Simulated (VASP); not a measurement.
# SrMn2As2 (P-3m1) in VASP: single point with LDA

Aim: the single point of SrMn2As2 with LDA.

Program: VASP 6.6.1. These are calculated values, not measurements. Logs are shortened: lines on timing, memory, paths and dates and some standing lists are left out, and cuts for length are marked.

## Step 1: The cell of the first run

It takes space group P-3m1 (No. 164, trigonal). The conventional cell has a = 3.865 Å, b = 3.865 Å, c = 7.188 Å, α = 90.00°, β = 90.00°, γ = 120.00°. Within 4.0 Å of Sr (site symmetry -3m) lie 6 As at 3.03 Å and 6 Mn at 3.60 Å and 6 Sr at 3.86 Å. Mn (site symmetry 3m) has 4 As at 2.31 to 2.36 Å and 3 Mn at 2.71 Å within 3.1 Å. As (site symmetry 3m) has 4 Mn at 2.31 to 2.36 Å and 3 Sr at 3.03 Å within 3.1 Å.

## Step 2: Single point, LDA

File INCAR:

```
ALGO = Fast
EDIFF = 1E-6
ENCUT = 520
ISIF = 2
ISMEAR = 0
LASPH = T
LCHARG = F
LREAL = F
LWAVE = F
NBANDS = 31
NELM = 60
PREC = Accurate
SIGMA = 0.05
```

File KPOINTS:

```
k-points
0
Gamma
  12 12 6
```

File POSCAR:

```
SrMn2As2
1.0
    3.8647221419      0.0000000000      0.0000000000
   -1.9323610710      3.3469475534      0.0000000000
    0.0000000000      0.0000000000      7.1882659168
Sr Mn As
1 2 2
Direct
    0.0000000000      0.0000000000      0.0000000000
    0.6666666667      0.3333333333      0.3928715265
    0.3333333333      0.6666666667      0.6071284735
    0.6666666667      0.3333333333      0.7147113051
    0.3333333333      0.6666666667      0.2852886949
```

Potentials or basis: VASP PAW LDA potentials, release 64 (Sr_sv, Mn_pv, As).

On the command line:

```console
$ cat potpaw_LDA.64/Sr_sv/POTCAR potpaw_LDA.64/Mn_pv/POTCAR potpaw_LDA.64/As/POTCAR > POTCAR
$ mpirun -np 1 vasp_std > vasp.out
```

OUTCAR:

```text
EDIFF = 1E-6
   ENCUT = 520
   ISIF = 2
   ISMEAR = 0
   LASPH = T
   LREAL = F
   NELM = 60
   PREC = Accurate

 ion  position               nearest neighbor table
   1  0.000  0.000  0.000-   4 3.03   5 3.03   5 3.03   4 3.03   4 3.03   5 3.03   2 3.60   3 3.60
                             3 3.60   2 3.60   3 3.60   2 3.60
   2  0.667  0.333  0.393-   4 2.31   5 2.36   5 2.36   5 2.36   3 2.71   3 2.71   3 2.71   1 3.60
                             1 3.60   1 3.60
   3  0.333  0.667  0.607-   5 2.31   4 2.36   4 2.36   4 2.36   2 2.71   2 2.71   2 2.71   1 3.60
                             1 3.60   1 3.60
   4  0.667  0.333  0.715-   2 2.31   3 2.36   3 2.36   3 2.36   1 3.03   1 3.03   1 3.03
   5  0.333  0.667  0.285-   3 2.31   2 2.36   2 2.36   2 2.36   1 3.03   1 3.03   1 3.03

  LATTYP: Found a hexagonal cell.
 ALAT       =     3.8647221419
 C/A-ratio  =     1.8599696570

  Lattice vectors:

 A1 = (   3.8647221419,   0.0000000000,   0.0000000000)
 A2 = (  -1.9323610710,   3.3469475534,   0.0000000000)
 A3 = (   0.0000000000,   0.0000000000,   7.1882659168)

Analysis of symmetry for initial positions (statically):
=====================================================================
 Subroutine PRICEL returns:
 Original cell was already a primitive cell.

 Routine SETGRP: Setting up the symmetry group for a
 hexagonal supercell.

 Subroutine GETGRP returns: Found 12 space group operations
 (whereof 12 operations were pure point group operations)
 out of a pool of 24 trial point group operations.

The static configuration has the point symmetry D_3d.

Analysis of symmetry for dynamics (positions and initial velocities):
=====================================================================
 Subroutine PRICEL returns:
 Original cell was already a primitive cell.

 Routine SETGRP: Setting up the symmetry group for a
 hexagonal supercell.

 Subroutine GETGRP returns: Found 12 space group operations
 (whereof 12 operations were pure point group operations)
 out of a pool of 24 trial point group operations.

The dynamic configuration has the point symmetry D_3d.

 Subroutine INISYM returns: Found 12 space group operations
 (whereof 12 operations are pure point group operations),
 and found     1 'primitive' translations

----------------------------------------------------------------------------------------

                                     Primitive cell

  volume of cell :      92.9804

  direct lattice vectors                    reciprocal lattice vectors
     3.864722142  0.000000000  0.000000000     0.258750814  0.149389852  0.000000000
    -1.932361071  3.346947553  0.000000000     0.000000000  0.298779704  0.000000000
     0.000000000  0.000000000  7.188265917     0.000000000  0.000000000  0.139115610

  length of vectors
     3.864722142  3.864722142  7.188265917     0.298779704  0.298779704  0.139115610

  position of ions in fractional coordinates (direct lattice)
     0.000000000  0.000000000  0.000000000
     0.666666667  0.333333333  0.392871527
     0.333333333  0.666666667  0.607128473
     0.666666667  0.333333333  0.714711305
     0.333333333  0.666666667  0.285288695

  ion indices of the primitive-cell ions
   primitive index   ion index
                 1           1
                 2           2
                 3           3
                 4           4
                 5           5

----------------------------------------------------------------------------------------

 KPOINTS: k-points

Automatic generation of k-mesh.
 Grid dimensions read from file:
 generate k-points for:   12   12    6

 Generating k-lattice:

  Cartesian coordinates                     Fractional coordinates (reciprocal lattice)
     0.021562568  0.012449154  0.000000000     0.083333333  0.000000000  0.000000000
     0.000000000  0.024898309  0.000000000     0.000000000  0.083333333  0.000000000
     0.000000000  0.000000000  0.023185935     0.000000000  0.000000000  0.166666667

  Length of vectors
     0.024898309  0.024898309  0.023185935

  Shift w.r.t. Gamma in fractional coordinates (k-lattice)
     0.000000000  0.000000000  0.000000000

 Subroutine IBZKPT returns following result:
 ===========================================

 Found    100 irreducible k-points:

 Following reciprocal coordinates:
            Coordinates               Weight
  0.000000  0.000000  0.000000      1.000000
  0.083333  0.000000  0.000000      6.000000
  0.166667  0.000000  0.000000      6.000000
  0.250000  0.000000  0.000000      6.000000
  0.333333 -0.000000  0.000000      6.000000
  0.416667 -0.000000  0.000000      6.000000
[... 16 lines left out ...]
  0.166667  0.000000  0.166667      6.000000
  0.000000  0.166667  0.166667      6.000000
 [... further k-points ...]
   k-points           NKPTS =    100   k-points in BZ     NKDIM =    100   number of bands    NBANDS=     31
   number of dos      NEDOS =    301   number of ions     NIONS =      5
   total plane-waves  NPLWV =  48600
   dimension x,y,z NGX =    30 NGY =   30 NGZ =   54
   dimension x,y,z NGXF=    60 NGYF=   60 NGZF=  108
   ions per type =               1   2   2
   NGX,Y,Z   is equivalent  to a cutoff of  12.90, 12.90, 12.49 a.u.
   NGXF,Y,Z  is equivalent  to a cutoff of  25.81, 25.81, 24.98 a.u.
 SYSTEM =  unknown system
   PREC   = accura    normal or accurate (medium, high low for compatibility)
   ISTART =      0    job   : 0-new  1-cont  2-samecut
   ICHARG =      2    charge: 1-file 2-atom 10-const
   ISPIN  =      1    spin polarized calculation?
   LNONCOLLINEAR =      F non collinear calculations
   LSORBIT =      F    spin-orbit coupling
   LASPH  =      T    aspherical Exc in radial PAW
   ENCUT  =  520.0 eV  38.22 Ry    6.18 a.u.   7.19  7.19 13.37*2*pi/ulx,y,z
   NELM   =     60;   NELMIN=  2; NELMDL= -5     # of ELM steps
   EDIFF  = 0.1E-05   stopping-criterion for ELM
   LREAL  =      F    real-space projection
   EDIFFG = 0.1E-04   stopping-criterion for IOM
   NSW    =      0    number of steps for IOM
   IBRION =     -1    ionic relax: 0-MD 1-quasi-New 2-CG
   NFREE  =      0    steps in history (QN), initial steepest desc. (CG)
   ISIF   =      2    stress and relaxation
   ISYM   =      2    0-nonsym 1-usesym 2-fastsym
   POTIM  = 0.5000    time-step for ionic-motion
   TEBEG  =    0.0;   TEEND  =   0.0 temperature during run
   PSTRESS=    0.0 pullay stress
   NELECT =      46.0000    total number of electrons
   NUPDOWN=      -1.0000    fix difference up-down
   EMIN   =  10.00;   EMAX   =-10.00  energy-range for DOS
   EFERMI =   0.00;   METHOD = LEGACY
   ISMEAR =     0;   SIGMA  =   0.05  broadening in eV -4-tet -1-fermi 0-gaus
   EFERMI_NEDOS =   21; number of points for ismear=-14 and -15
   IALGO  =     68    algorithm
   IMIX   =      4    mixing-type and parameters
     AMIX     =   0.40;   BMIX     =  1.00
     AMIX_MAG =   1.60;   BMIX_MAG =  1.00
  volume/ion in A,a.u.               =      18.60       125.49
  Fermi-wavevector in a.u.,A,eV,Ry     =   1.294783  2.446785 22.809666  1.676463
  Thomas-Fermi vector in A             =   2.426344
   LORBIT       =      0    0 simple, 1 ext, 2 COOP (PROOUT), +10 PAW based schemes
   GGA     = CA    functional components
   LHFCALC =     F    Hartree Fock is set to
   AEXX    =    0.0000 exact exchange contribution
   IVDW    =     0    specifies the selected vdW correction
   LEPSILON=     F    determine dielectric tensor
   LRPA    =     F    only Hartree local field effects (RPA)
 non-spin polarized calculation
 RMM-DIIS sequential band-by-band and
 Gauss-broadening in eV      SIGMA  =   0.05
  energy-cutoff  :      520.00
  volume of cell :       92.98
 maximum number of plane-waves:      2540
 NGX is ok and might be reduce to    30
   NGX = 15   NGY = 15   NGZ = 27

 number of electron      46.0000001 magnetization

 Free energy of the ion-electron system (eV)
  ---------------------------------------------------
  ext. energy  EPLUGINS =         0.00000000
  ---------------------------------------------------
  free energy    TOTEN  =       -34.57667132 eV

  energy without entropy =      -34.56562993  energy(sigma->0) =      -34.57115063

 E-fermi :   5.7400     XC(G=0): -11.0322

 val. band max:        5.7353471077   @ k =   0.1667   0.0833   0.1667
 cond. band min:       5.7415460457   @ k =  -0.0833   0.5000   0.3333
 fundamental gap:      0.0061989381
 Fermi energy:         5.7399982076

 k-point     1 :       0.0000    0.0000    0.0000
  band No.  band energies     occupation
      1     -41.6159      2.00000
      2     -41.6159      2.00000
      3     -41.5423      2.00000
      4     -41.5423      2.00000
      5     -41.4592      2.00000
      6     -41.3954      2.00000
[... 23 lines left out ...]
     30       9.3787      0.00000
     31       9.8603      0.00000

 k-point     2 :       0.0833    0.0000    0.0000
  band No.  band energies     occupation
      1     -41.6166      2.00000
      2     -41.6162      2.00000
      3     -41.5453      2.00000
      4     -41.5418      2.00000
      5     -41.4564      2.00000
      6     -41.3956      2.00000
[... 23 lines left out ...]
     30       9.6752      0.00000
     31      10.1336      0.00000

 k-point     3 :       0.1667    0.0000    0.0000
  band No.  band energies     occupation
      1     -41.6185      2.00000
      2     -41.6169      2.00000
      3     -41.5530      2.00000
      4     -41.5404      2.00000
      5     -41.4494      2.00000
      6     -41.3962      2.00000
[... 23 lines left out ...]
     30       9.5312      0.00000
     31      10.5220      0.00000

 k-point     4 :       0.2500    0.0000    0.0000
  band No.  band energies     occupation
      1     -41.6211      2.00000
      2     -41.6177      2.00000
      3     -41.5627      2.00000
      4     -41.5386      2.00000
      5     -41.4404      2.00000
      6     -41.3975      2.00000
[... 23 lines left out ...]
     30       9.4515      0.00000
     31      10.5899      0.00000

 k-point     5 :       0.3333   -0.0000    0.0000
  band No.  band energies     occupation
      1     -41.6235      2.00000
      2     -41.6181      2.00000
      3     -41.5718      2.00000
      4     -41.5370      2.00000
      5     -41.4315      2.00000
      6     -41.3997      2.00000
[... 23 lines left out ...]
     30       9.6814      0.00000
     31      11.2703      0.00000
[... 542 lines left out ...]
     30       9.7771      0.00000
     31      10.1700      0.00000

 k-point    22 :       0.0000    0.0833    0.1667
  band No.  band energies     occupation
      1     -41.6166      2.00000
      2     -41.6162      2.00000
      3     -41.5453      2.00000
      4     -41.5418      2.00000
      5     -41.4564      2.00000
      6     -41.3956      2.00000
[... 23 lines left out ...]
     30       9.6203      0.00000
     31      10.1309      0.00000

 k-point    23 :       0.1667    0.0000    0.1667
  band No.  band energies     occupation
      1     -41.6185      2.00000
      2     -41.6169      2.00000
      3     -41.5531      2.00000
      4     -41.5404      2.00000
      5     -41.4494      2.00000
      6     -41.3962      2.00000
[... 23 lines left out ...]
     30       9.5959      0.00000
     31      10.3488      0.00000

 k-point    24 :       0.0000    0.1667    0.1667
  band No.  band energies     occupation
      1     -41.6185      2.00000
      2     -41.6169      2.00000
      3     -41.5531      2.00000
      4     -41.5404      2.00000
      5     -41.4494      2.00000
      6     -41.3962      2.00000
[... 23 lines left out ...]
     30       9.5451      0.00000
     31      10.3089      0.00000

 [... further k-points ...]

------------------------ aborting loop because EDIFF is reached ----------------------------------------

  FORCE on cell =-STRESS in cart. coord.  units (eV):
  Direction    XX          YY          ZZ          XY          YZ          ZX
  --------------------------------------------------------------------------------------
  -------------------------------------------------------------------------------------
  Total       -1.4501500     -1.4501500     -2.8445438      0.0000000      0.0000000     -0.0000000
  in kB      -24.9880401    -24.9880401    -49.0153247      0.0000000      0.0000000     -0.0000000
  external PRESSURE =     -32.9971350 kB  Pullay stress =       0.0000000 kB

 VOLUME and BASIS-vectors are now :
 -----------------------------------------------------------------------------
  energy-cutoff  :      520.00
  volume of cell :       92.98
      direct lattice vectors                 reciprocal lattice vectors
     3.864722142  0.000000000  0.000000000     0.258750814  0.149389852  0.000000000
    -1.932361071  3.346947553  0.000000000     0.000000000  0.298779704  0.000000000
     0.000000000  0.000000000  7.188265917     0.000000000  0.000000000  0.139115610

 POSITION                                       TOTAL-FORCE (eV/Angst)
 -----------------------------------------------------------------------------------
      0.00000      0.00000      0.00000        -0.000000      0.000000      0.000000
      1.93236      1.11565      2.82407        -0.000000      0.000000      0.634859
     -0.00000      2.23130      4.36420         0.000000     -0.000000     -0.634859
      1.93236      1.11565      5.13753         0.000000      0.000000     -0.625717
     -0.00000      2.23130      2.05073        -0.000000     -0.000000      0.625717
 -----------------------------------------------------------------------------------
    total drift:                                0.000000     -0.000000      0.000000

  FREE ENERGIE OF THE ION-ELECTRON SYSTEM (eV)
  ---------------------------------------------------
  free  energy   TOTEN  =       -34.5766713229 eV

  energy  without entropy=      -34.5656299312  energy(sigma->0) =      -34.57115063
```

Wall time 3.3 min (1 thread of Intel Xeon 6975P-C (Granite Rapids), shared host); peak memory 0.39 GiB.

Results:

* Free energy: -34.5767 eV
* Pressure: -3.3 GPa
* Largest force: 0.635 eV/Å
* Band gap on the k mesh: zero (bands 23 and 24 overlap by 0.37 eV)

Forces in eV/Å, atoms in the order of the input:
```
Sr   0.000  0.000  0.000
Mn   0.000  0.000  0.635
Mn   0.000  0.000 -0.635
As   0.000  0.000 -0.626
As   0.000  0.000  0.626
```

Stress tensor (GPa, compression positive):
```
-2.50  0.00  0.00
 0.00 -2.50  0.00
 0.00  0.00 -4.90
```

Levels at points of the mesh, in eV from the Fermi level:
```csv
k point,band 19,band 20,band 21,band 22,band 23,band 24,band 25,band 26,band 27,band 28
"(0.00, 0.00, 0.00)",-1.08,-1.08,-0.04,0.19,0.19,1.36,1.84,1.84,2.72,3.25
"(0.50, 0.00, 0.00)",-1.48,-1.36,-0.92,-0.37,-0.28,0.01,0.11,0.23,0.84,2.09
"(0.00, 0.00, 0.50)",-0.97,-0.97,-0.06,0.09,0.09,0.46,1.81,1.81,2.74,2.74
"(0.50, 0.00, 0.50)",-1.43,-1.15,-0.91,-0.81,-0.13,0.11,0.19,0.33,1.35,2.34
```

Caveat: the cell stands under tension; the run has no spin polarisation, though such a crystal can be magnetic. Spin polarisation is off, so any magnetic state and its effect on volume and gap are missing.
